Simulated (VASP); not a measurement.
# Si16B (a cell with a defect) in VASP: single point with PBE

Aim: the single point of Si16B (a cell with a defect) with PBE.

All numbers are computed with VASP 6.6.1; they aren't measurements. Logs are shortened: lines on timing, memory, paths and dates and some standing lists are left out, and cuts for length are marked.

### 1 The cell of the first run

The cell holds a defect, 17 atoms: a = 7.679 Å, b = 7.679 Å, c = 7.679 Å, α = 60.00°, β = 60.00°, γ = 60.00°.

### 2 Single point, PBE, collinear spin

File INCAR:

```
SYSTEM = Si16B
PREC     = Accurate       ! precision mode
ENCUT    = 520            ! plane-wave cutoff, eV
EDIFF    = 1E-7           ! SCF threshold, eV
ISMEAR   = -1             ! smearing method
SIGMA    = 0.02           ! smearing width, eV
LREAL    = Auto         
LASPH    = .True.         ! aspherical terms in the spheres
NELM     = 150            ! most SCF steps
ALGO     = Normal         ! electronic algorithm
ISIF     = 2              ! what is computed and relaxed
LWAVE    = .False.        ! write WAVECAR
LCHARG   = .False.        ! write CHGCAR
ISPIN    = 2              ! spin polarisation
MAGMOM   = 0 0 0 0 0 0 0 0 0 0 0 0 0 0 0 0 1 ! initial moments
LORBIT   = 11             ! projections on sites
GGA      = PE             ! functional
NBANDS   = 52             ! bands
```

File KPOINTS:

```
Automatic mesh
0
Gamma
  2 2 2
  0 0 0
```

File POSCAR:

```
Si16B
1.0
    0.0000000000      5.4300000000      5.4300000000
    5.4300000000      0.0000000000      5.4300000000
    5.4300000000      5.4300000000      0.0000000000
Si B
16 1
Direct
   -0.0005519498      0.0050931033     -0.0059327915
    0.1192568553      0.1230489320      0.1325687946
   -0.0005948919     -0.0002049603      0.5032877269
    0.1264706661      0.1261682915      0.6228881878
    0.0014607784      0.5012967817     -0.0087847586
    0.1226730202      0.6225764546      0.1316448166
   -0.0016468599      0.4984108448      0.5056461392
    0.1268320581      0.6270553795      0.6207709481
    0.5021220741      0.0021128968     -0.0069698387
    0.6246812793      0.1244685730      0.1302649681
    0.4997435068     -0.0000754990      0.5016372428
    0.6272220877      0.1273144717      0.6189773096
    0.5052800674      0.4993734456     -0.0061330074
    0.6230224480      0.6192368505      0.1328520733
    0.4995453499      0.4994998642      0.5035102036
    0.6261145117      0.6266759373      0.6227550394
    0.8157771986      0.3171146328      0.0650451464
```

Potentials or basis: VASP PAW PBE potentials, release 64 (Si, B).

Run with:

```bash
cat potpaw_PBE.64/Si/POTCAR potpaw_PBE.64/B/POTCAR > POTCAR
mpirun -np 1 vasp_std > vasp.out
```

OUTCAR:

```text
SYSTEM = Si16B
   PREC = Accurate
   ENCUT = 520
   EDIFF = 1E-7
   ISMEAR = -1
   LREAL = Auto
   LASPH = .True.
   NELM = 150
   ISIF = 2
   ISPIN = 2
   LORBIT = 11
   GGA = PE

 ion  position               nearest neighbor table
   1  0.999  0.005  0.994-  17 2.28   4 2.33  10 2.35   2 2.36   6 2.40
   2  0.119  0.123  0.133-  17 2.21   3 2.32   1 2.36   5 2.37   9 2.40
   3  0.999  1.000  0.503-   2 2.32  12 2.33   8 2.34   4 2.34
   4  0.126  0.126  0.623-   1 2.33   7 2.33   3 2.34  11 2.34
   5  0.001  0.501  0.991-  17 2.18   8 2.32   2 2.37  14 2.38   6 2.40
   6  0.123  0.623  0.132-   7 2.35   1 2.40  13 2.40   5 2.40
   7  0.998  0.498  0.506-  16 2.33   4 2.33   8 2.33   6 2.35
   8  0.127  0.627  0.621-   5 2.32   7 2.33  15 2.34   3 2.34
   9  0.502  0.002  0.993-  12 2.35  10 2.40   2 2.40  14 2.40
  10  0.625  0.124  0.130-  17 2.30  11 2.33   1 2.35  13 2.35   9 2.40
  11  0.500  1.000  0.502-  10 2.33  12 2.33  16 2.34   4 2.34
  12  0.627  0.127  0.619-  11 2.33   3 2.33  15 2.33   9 2.35
  13  0.505  0.499  0.994-  17 2.27  16 2.33  10 2.35  14 2.36   6 2.40
  14  0.623  0.619  0.133-  17 2.20  15 2.32  13 2.36   5 2.38   9 2.40
  15  0.500  0.499  0.504-  14 2.32  12 2.33   8 2.34  16 2.34
  16  0.626  0.627  0.623-  13 2.33   7 2.33  15 2.34  11 2.34
  17  0.816  0.317  0.065-   5 2.18  14 2.20   2 2.21  13 2.27   1 2.28  10 2.30

  LATTYP: Found a face centered cubic cell.
 ALAT       =    10.8600000000

  Lattice vectors:

 A1 = (   0.0000000000,   5.4300000000,   5.4300000000)
 A2 = (   5.4300000000,   0.0000000000,   5.4300000000)
 A3 = (   5.4300000000,   5.4300000000,   0.0000000000)

Analysis of symmetry for initial positions (statically):
=====================================================================
 Subroutine PRICEL returns:
 Original cell was already a primitive cell.

 Routine SETGRP: Setting up the symmetry group for a
 face centered cubic supercell.

 Subroutine GETGRP returns: Found  1 space group operations
 (whereof  1 operations were pure point group operations)
 out of a pool of 48 trial point group operations.

The static configuration has the point symmetry C_1 .

Analysis of symmetry for dynamics (positions and initial velocities):
=====================================================================
 Subroutine PRICEL returns:
 Original cell was already a primitive cell.

 Routine SETGRP: Setting up the symmetry group for a
 face centered cubic supercell.

 Subroutine GETGRP returns: Found  1 space group operations
 (whereof  1 operations were pure point group operations)
 out of a pool of 48 trial point group operations.

The dynamic configuration has the point symmetry C_1 .

Analysis of structural, dynamic, and magnetic symmetry:
=====================================================================
 Subroutine PRICEL returns:
 Original cell was already a primitive cell.

 Routine SETGRP: Setting up the symmetry group for a
 face centered cubic supercell.

 Subroutine GETGRP returns: Found  1 space group operations
 (whereof  1 operations were pure point group operations)
 out of a pool of 48 trial point group operations.

The overall configuration has the point symmetry C_1 .

 Subroutine INISYM returns: Found  1 space group operations
 (whereof  1 operations are pure point group operations),
 and found     1 'primitive' translations

----------------------------------------------------------------------------------------

                                     Primitive cell

  volume of cell :     320.2060

  direct lattice vectors                    reciprocal lattice vectors
     0.000000000  5.430000000  5.430000000    -0.092081031  0.092081031  0.092081031
     5.430000000  0.000000000  5.430000000     0.092081031 -0.092081031  0.092081031
     5.430000000  5.430000000  0.000000000     0.092081031  0.092081031 -0.092081031

  length of vectors
     7.679179644  7.679179644  7.679179644     0.159489025  0.159489025  0.159489025

  position of ions in fractional coordinates (direct lattice)
     0.999448050  0.005093103  0.994067208
     0.119256855  0.123048932  0.132568795
     0.999405108  0.999795040  0.503287727
     0.126470666  0.126168292  0.622888188
     0.001460778  0.501296782  0.991215241
     0.122673020  0.622576455  0.131644817
[... 9 lines left out ...]
     0.626114512  0.626675937  0.622755039
     0.815777199  0.317114633  0.065045146

  ion indices of the primitive-cell ions
   primitive index   ion index
                 1           1
                 2           2
                 3           3
                 4           4
                 5           5
                 6           6
[... 9 lines left out ...]
                16          16
                17          17
[... 24 lines left out ...]

 Found      8 irreducible k-points:

 Following reciprocal coordinates:
            Coordinates               Weight
  0.000000  0.000000  0.000000      1.000000
  0.500000  0.000000  0.000000      1.000000
  0.000000  0.500000  0.000000      1.000000
  0.000000  0.000000  0.500000      1.000000
  0.500000  0.500000  0.500000      1.000000
  0.500000  0.500000  0.000000      1.000000
  0.000000  0.500000  0.500000      1.000000
  0.500000  0.000000  0.500000      1.000000
   k-points           NKPTS =      8   k-points in BZ     NKDIM =      8   number of bands    NBANDS=     52
   number of dos      NEDOS =    301   number of ions     NIONS =     17
   total plane-waves  NPLWV = 216000
   dimension x,y,z NGX =    60 NGY =   60 NGZ =   60
   dimension x,y,z NGXF=   120 NGYF=  120 NGZF=  120
   ions per type =              16   1
   NGX,Y,Z   is equivalent  to a cutoff of  12.99, 12.99, 12.99 a.u.
   NGXF,Y,Z  is equivalent  to a cutoff of  25.98, 25.98, 25.98 a.u.
 SYSTEM =  Si16B
   PREC   = accura    normal or accurate (medium, high low for compatibility)
   ISTART =      0    job   : 0-new  1-cont  2-samecut
   ICHARG =      2    charge: 1-file 2-atom 10-const
   ISPIN  =      2    spin polarized calculation?
   LNONCOLLINEAR =      F non collinear calculations
   LSORBIT =      F    spin-orbit coupling
   LASPH  =      T    aspherical Exc in radial PAW
   ENCUT  =  520.0 eV  38.22 Ry    6.18 a.u.  14.28 14.28 14.28*2*pi/ulx,y,z
   NELM   =    150;   NELMIN=  2; NELMDL= -5     # of ELM steps
   EDIFF  = 0.1E-06   stopping-criterion for ELM
   LREAL  =      T    real-space projection
   EDIFFG = 0.1E-05   stopping-criterion for IOM
   NSW    =      0    number of steps for IOM
   IBRION =     -1    ionic relax: 0-MD 1-quasi-New 2-CG
   NFREE  =      0    steps in history (QN), initial steepest desc. (CG)
   ISIF   =      2    stress and relaxation
   ISYM   =      2    0-nonsym 1-usesym 2-fastsym
   POTIM  = 0.5000    time-step for ionic-motion
   TEBEG  =    0.0;   TEEND  =   0.0 temperature during run
   PSTRESS=    0.0 pullay stress
   NELECT =      67.0000    total number of electrons
   NUPDOWN=      -1.0000    fix difference up-down
   EMIN   =  10.00;   EMAX   =-10.00  energy-range for DOS
   EFERMI =   0.00;   METHOD = LEGACY
   ISMEAR =    -1;   SIGMA  =   0.02  broadening in eV -4-tet -1-fermi 0-gaus
   EFERMI_NEDOS =   21; number of points for ismear=-14 and -15
   IALGO  =     38    algorithm
   IMIX   =      4    mixing-type and parameters
     AMIX     =   0.40;   BMIX     =  1.00
     AMIX_MAG =   1.60;   BMIX_MAG =  1.00
  volume/ion in A,a.u.               =      18.84       127.11
  Fermi-wavevector in a.u.,A,eV,Ry     =   0.971904  1.836632 12.852022  0.944597
  Thomas-Fermi vector in A             =   2.102159
   LORBIT       =     11    0 simple, 1 ext, 2 COOP (PROOUT), +10 PAW based schemes
   GGA     = PE    functional components
   LHFCALC =     F    Hartree Fock is set to
   AEXX    =    0.0000 exact exchange contribution
   IVDW    =     0    specifies the selected vdW correction
   LEPSILON=     F    determine dielectric tensor
   LRPA    =     F    only Hartree local field effects (RPA)
 spin polarized calculation
  energy-cutoff  :      520.00
  volume of cell :      320.21
 maximum number of plane-waves:      8646
 NGX is ok and might be reduce to    60
   NGX = 29   NGY = 29   NGZ = 29

 number of electron      67.0000000 magnetization       0.7011287

 Free energy of the ion-electron system (eV)
  ---------------------------------------------------
  ext. energy  EPLUGINS =         0.00000000
  ---------------------------------------------------
  free energy    TOTEN  =       -88.72183187 eV

  energy without entropy =      -88.71763051  energy(sigma->0) =      -88.71973119

 E-fermi :   6.3185     XC(G=0):  -9.5679

 val. band max:        6.2624075331   @ k =   0.5000   0.5000   0.5000
 cond. band min:       6.3764393580   @ k =   0.5000   0.0000   0.5000
 fundamental gap:      0.1140318250
 Fermi energy:         6.3185439447

 spin component 1

 k-point     1 :       0.0000    0.0000    0.0000
  band No.  band energies     occupation
      1      -6.4272      1.00000
      2      -4.2855      1.00000
      3      -4.0095      1.00000
      4      -4.0003      1.00000
      5      -3.5782      1.00000
      6      -2.5694      1.00000
[... 373 lines left out ...]
     44       9.8807      0.00000
     45      10.2485      0.00000
 Fermi energy:         6.3185439447

 spin component 2

 k-point     1 :       0.0000    0.0000    0.0000
  band No.  band energies     occupation
      1      -6.3701      1.00000
      2      -4.2446      1.00000
      3      -3.9706      1.00000
      4      -3.9601      1.00000
      5      -3.5384      1.00000
      6      -2.4799      1.00000
[... 373 lines left out ...]
     44      10.0104      0.00000
     45      10.2863      0.00000
 [bands above 45 left out]

------------------------ aborting loop because EDIFF is reached ----------------------------------------

  FORCE on cell =-STRESS in cart. coord.  units (eV):
  Direction    XX          YY          ZZ          XY          YZ          ZX
  --------------------------------------------------------------------------------------
  -------------------------------------------------------------------------------------
  Total        5.0964885      5.0765996      5.1860601      1.8956694     -1.8567478     -1.8456738
  in kB       25.5007026     25.4011869     25.9488813      9.4851387     -9.2903914     -9.2349817
  external PRESSURE =      25.6169236 kB  Pullay stress =       0.0000000 kB

 VOLUME and BASIS-vectors are now :
 -----------------------------------------------------------------------------
  energy-cutoff  :      520.00
  volume of cell :      320.21
      direct lattice vectors                 reciprocal lattice vectors
     0.000000000  5.430000000  5.430000000    -0.092081031  0.092081031  0.092081031
     5.430000000  0.000000000  5.430000000     0.092081031 -0.092081031  0.092081031
     5.430000000  5.430000000  0.000000000     0.092081031  0.092081031 -0.092081031

 POSITION                                       TOTAL-FORCE (eV/Angst)
 -----------------------------------------------------------------------------------
      5.42544     10.82479      5.45466         0.038606     -0.001232      0.015678
      1.38800      1.36741      1.31572         0.014267     -0.021241      0.002629
      8.16174      8.15962     10.85566         0.009405      0.000792      0.000093
      4.06738      4.06902      1.37183         0.001685      0.002680      0.004817
      8.10434      5.39023      2.72997         0.006923      0.005477      0.005061
      4.09542      1.38095      4.04670        -0.011431     -0.009952     -0.002465
[... 9 lines left out ...]
      6.78441      6.78136      6.80265         0.002368      0.001267      0.006271
      2.07513      4.78287      6.15160        -0.046267     -0.036193     -0.070041
 -----------------------------------------------------------------------------------
    total drift:                                0.003957      0.001622     -0.000940

  FREE ENERGIE OF THE ION-ELECTRON SYSTEM (eV)
  ---------------------------------------------------
  free  energy   TOTEN  =       -88.7218318657 eV

  energy  without entropy=      -88.7176305086  energy(sigma->0) =      -88.71973119

 total charge

# of ion       s       p       d       tot
------------------------------------------
    1        0.743   0.928   0.000   1.671
    2        0.742   0.928   0.000   1.670
    3        0.743   0.963   0.000   1.706
    4        0.742   0.963   0.000   1.705
    5        0.742   0.928   0.000   1.670
    6        0.762   0.909   0.000   1.671
[... 9 lines left out ...]
   16        0.742   0.963   0.000   1.705
   17        0.722   0.959   0.000   1.682
--------------------------------------------------
tot         12.643  16.044   0.000  28.687

 magnetization (x)

# of ion       s       p       d       tot
------------------------------------------
    1        0.011   0.006   0.000   0.017
    2        0.010   0.006   0.000   0.015
    3        0.000   0.001   0.000   0.001
    4        0.000   0.001   0.000   0.001
    5        0.010   0.005   0.000   0.015
    6        0.004   0.035   0.000   0.039
[... 9 lines left out ...]
   16        0.000   0.001   0.000   0.001
   17        0.068   0.017   0.000   0.086
--------------------------------------------------
tot          0.138   0.124   0.000   0.262
```

Wall time 17 min (1 thread of Intel Xeon 8259CL, shared host); peak memory 0.71 GiB.

Results:

* Free energy: -88.7218 eV
* Pressure: 2.6 GPa
* Largest force: 0.091 eV/Å
* Net moment: 0.70 μB per cell
* Site moments: Si +0.02, +0.01, +0.00, +0.04, -0.00 (each value once); B +0.09 μB
* Valence electrons inside the program's atomic spheres: Si 1.67, 1.71, 1.70 (each value once); B 1.68

Forces in eV/Å, atoms in the order of the input:
```
Si   0.039 -0.001  0.016
Si   0.014 -0.021  0.003
Si   0.009  0.001  0.000
Si   0.002  0.003  0.005
Si   0.007  0.005  0.005
Si  -0.011 -0.010 -0.002
Si  -0.021 -0.020  0.013
Si  -0.007 -0.007  0.001
Si  -0.001  0.000 -0.012
Si   0.011  0.010  0.039
Si   0.001  0.001  0.001
Si   0.015  0.016 -0.023
Si   0.000  0.038  0.016
Si  -0.016  0.011  0.004
Si   0.001  0.009 -0.001
Si   0.002  0.001  0.006
B   -0.046 -0.036 -0.070
```

Caveat: the k points lie up to 0.50 Å⁻¹ apart.
